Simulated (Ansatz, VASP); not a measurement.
# One calculation of SiO2, two programs

INCAR

```
  PREC = Accurate
  ENCUT = 520
  EDIFF = 1E-7
  ISMEAR = 0
  SIGMA = 0.05
  LREAL = F
  LASPH = T
  NELM = 100
  ALGO = Normal
  ISIF = 2
  LWAVE = F
  LCHARG = F
  GGA = PE
  NBANDS = 25
```

KPOINTS

```
Automatic mesh
0
Gamma
  6 6 10
```

The input POSCAR:

```
SiO2
1.0
    4.0545679807      0.0000000000      0.0000000000
    0.0000000000      4.0545679807      0.0000000000
    0.0000000000      0.0000000000      2.8183302034
Si O
2 4
Direct
    0.5000000000      0.5000000000      0.5000000000
    0.0000000000      0.0000000000      0.0000000000
    0.6930127928      0.6930127928      0.0000000000
    0.1930127928      0.8069872072      0.5000000000
    0.3069872072      0.3069872072      0.0000000000
    0.8069872072      0.1930127928      0.5000000000
```

Input for Ansatz:

```yaml
crystal:
  lattice:
    - [4.0545679807, 0.0, 0.0]
    - [0.0, 4.0545679807, 0.0]
    - [0.0, 0.0, 2.8183302034]
  atoms:
    - { symbol: Si, position: [0.5, 0.5, 0.5] }
    - { symbol: Si, position: [0.0, 0.0, 0.0] }
    - { symbol: O, position: [0.6930127928, 0.6930127928, 0.0] }
    - { symbol: O, position: [0.1930127928, 0.8069872072, 0.5] }
    - { symbol: O, position: [0.3069872072, 0.3069872072, 0.0] }
    - { symbol: O, position: [0.8069872072, 0.1930127928, 0.5] }
basis:
  ecutwfc: 520.0
kpoints:
  mp_grid: { grid: [6, 6, 10] }
hamiltonian:
  xc: pbe
  pseudopotentials: { kind: paw, azcp: { folder: soft_1 } }
scf:
  occupations: { method: gaussian, width: 0.05 }
output:
  forces: true
  stress: true
  eigenvalues: true
```

Alike in both runs: task single point; functional PBE; k mesh 6 × 6 × 10; occupations gaussian, width 0.05 eV; no spin polarisation.

|  | VASP | Ansatz |
| --- | --- | --- |
| version | VASP 6.6.1 | Ansatz 0.2.0 |
| potentials or method | VASP PAW PBE potentials, release 64 (Si, O), cutoff 520 eV | scalar-relativistic, plane waves, PAW |
| valence electrons in the cell | 32 | 32 |

```csv
,VASP,Ansatz,Ansatz less VASP
gap on the k mesh at the Fermi level (eV),5.34,5.35,+0.017
least direct gap on the mesh (eV),5.34,5.35,+0.017
pressure (GPa),10.5,10.3,-0.24
"traceless stress, the component that is largest in VASP (GPa)",-23.78,-23.99,-0.214
rms of the force components (eV/Å),0.357,0.359,+0.0017
```

Atom by atom the forces differ by 0.002 eV/Å (rms over components). The functional is the same, so the differences come from potentials, cutoffs and numerics.
